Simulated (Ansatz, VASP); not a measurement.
Au: VASP beside Ansatz

```
CELL_PARAMETERS angstrom
-1.63899 1.63899 1.63899
1.63899 -1.63899 1.63899
1.63899 1.63899 -1.63899
ATOMIC_POSITIONS crystal
Au 0.00000 0.00000 0.00000
```

Alike in both runs: task relaxation of cell and atoms; functional r2SCAN; k mesh 18 × 18 × 18; occupations gaussian, width 0.1 eV; no spin polarisation.

|  | VASP | Ansatz |
| --- | --- | --- |
| version | VASP 6.6.1 | Ansatz 0.2.0 |
| potentials or method | VASP PAW PBE potentials, release 64 (Au), cutoff 600 eV | scalar-relativistic, plane waves, PAW |
| valence electrons in the cell | 11 | 19 |

```csv
,VASP,Ansatz,Ansatz less VASP
"gap on the k mesh at the Fermi level, each at its own relaxed structure (eV)",none,none,-
relaxed volume (Å³/atom),17.61,17.57,-0.044
relaxed length of the cell vector where the two differ most in proportion (Å),2.839,2.836,-0.0024
```

VASP's potentials were made for PBE, not for r2SCAN. A gap of «none» marks a metal or a gap that the smearing closes. VASP's potentials hold 11 valence electrons a cell and Ansatz's 19, so a difference there can come from the potentials and not from the codes.

Neither program's run includes spin-orbit coupling. Noted on VASP's run: the relaxation stopped at its first step, so nothing moved.
